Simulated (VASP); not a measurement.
Here is a VASP 6.6.1 calculation.

The input INCAR:

```
SYSTEM = NbAs
ALGO     = Normal         ! electronic algorithm
EDIFF    = 1E-6           ! SCF threshold, eV
ENCUT    = 500            ! plane-wave cutoff, eV
GGA      = PE             ! functional
GGA_COMPAT= .FALSE.      
ISIF     = 2              ! what is computed and relaxed
ISMEAR   = 0              ! smearing method
LASPH    = .TRUE.         ! aspherical terms in the spheres
LCHARG   = .FALSE.        ! write CHGCAR
LREAL    = .FALSE.        ! projectors in reciprocal space
LWAVE    = .FALSE.        ! write WAVECAR
NBANDS   = 16             ! bands
NELM     = 120            ! most SCF steps
PREC     = Accurate       ! precision mode
SIGMA    = 0.2            ! smearing width, eV
```

File KPOINTS:

```
k-points
0
G
  5 5 5
  0 0 0
```

The input POSCAR:

```
NbAs
1.0
    3.2130865337      0.0000000000      0.0000000000
    0.0000000000      3.2130865337      0.0000000000
    0.0000000000      0.0000000000      3.2130865337
Nb As
1 1
Direct
    0.0000000000      0.0000000000      0.0000000000
    0.5000000000      0.5000000000      0.5000000000
```

Potentials or basis: VASP PAW PBE potentials, release 64 (Nb_sv, As).

Command:

```bash
$ cat potpaw_PBE.64/Nb_sv/POTCAR potpaw_PBE.64/As/POTCAR > POTCAR
$ mpirun -np 1 vasp_std > vasp.out
```

**Question.** What does it give for the band gap on the k mesh?

**Answer.** Zero (band 9 reaches 12.05 eV, above the bottom of band 10 at 10.18 eV).

**Question.** What does it give for the pressure?

**Answer.** 0.0 GPa.

Caveat: the k points lie up to 0.39 Å⁻¹ apart.
